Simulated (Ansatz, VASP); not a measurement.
Mo: VASP beside Ansatz

The input INCAR:

```
SYSTEM = Mo
  ALGO = Fast
  EDIFF = 1E-6
  ENCUT = 520
  GGA = PS
  ISIF = 2
  ISMEAR = 0
  LASPH = .True.
  LCHARG = .False.
  LREAL = .False.
  LWAVE = .False.
  NBANDS = 13
  NELM = 80
  PREC = Accurate
  SIGMA = 0.15
```

KPOINTS

```
k-points
0
Gamma
  22 22 22
  0 0 0
```

File POSCAR:

```
Mo
1.0
   -1.5238700000      1.5238700000      1.5238700000
    1.5238700000     -1.5238700000      1.5238700000
    1.5238700000      1.5238700000     -1.5238700000
Mo
1
Direct
    0.0000000000      0.0000000000      0.0000000000
```

Input for Ansatz:

```yaml
crystal:
  lattice:
    - [-1.52387, 1.52387, 1.52387]
    - [1.52387, -1.52387, 1.52387]
    - [1.52387, 1.52387, -1.52387]
  atoms:
    - { symbol: Mo, position: [0.0, 0.0, 0.0] }
basis:
  ecutwfc: 420
kpoints:
  mp_grid: { grid: [22, 22, 22] }
hamiltonian:
  xc: pbesol
scf:
  occupations: { method: gaussian, width: 0.15 }
output:
  forces: true
  stress: true
  eigenvalues: true
```

Change from the starting cell: strain -0.030 along x and y, -0.030 along z, atoms carried along.

Alike in both runs: task single point; functional PBEsol; k mesh 22 × 22 × 22; occupations gaussian, width 0.15 eV; no spin polarisation.

|  | VASP | Ansatz |
| --- | --- | --- |
| version | VASP 6.6.1 | Ansatz 0.2.0 |
| potentials or method | VASP PAW PBE potentials, release 64 (Mo_sv), cutoff 520 eV | scalar-relativistic, plane waves, PAW |
| valence electrons in the cell | 14 | 14 |

|  | VASP | Ansatz | Ansatz less VASP |
| --- | --- | --- | --- |
| gap on the k mesh at the Fermi level (eV) | none | none | - |
| pressure (GPa) | 26.9 | 26.1 | -0.82 |

VASP's potentials were made for PBE, not for PBEsol. A gap of «none» marks a metal or a gap that the smearing closes.
